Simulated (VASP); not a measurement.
Runs of VASP 6.6.1 on BiTe. The structure is that of space group Fm-3m (No. 225), or close to it. The cells are those of the table. 

```csv
task,cell,cutoff (eV),gap on the mesh (eV),pressure (GPa)
relaxation of cell and atoms,"relaxed from a = 4.521 Å, angles 60.0°, 2 atoms",600,none,0.0
single point,"a = 4.526 Å, angles 60.0°, 2 atoms",520,none,0.0
single point,"a = 4.556 Å, angles 60.0°, 2 atoms",520,none,(a)
single point,"a = 4.496 Å, angles 60.0°, 2 atoms",520,none,1.1
```

Alike in all rows: level PBEsol; potentials or basis VASP PAW PBE potentials, release 64 (Bi_d, Te); no spin polarisation; k mesh 12 × 12 × 12; smearing fermi-dirac 0.15 eV.

Fill in the values left out.

(a) -1.0.

Caveats: the PAW data sets were made with another functional, which shifts forces and pressure a little; spin-orbit coupling is left out, which moves the levels of the heavy elements.

A k mesh can miss the band edges, and the runs leave out spin-orbit coupling on Bi, Te.

A gap of «none» marks levels without a gap at the run's occupations.
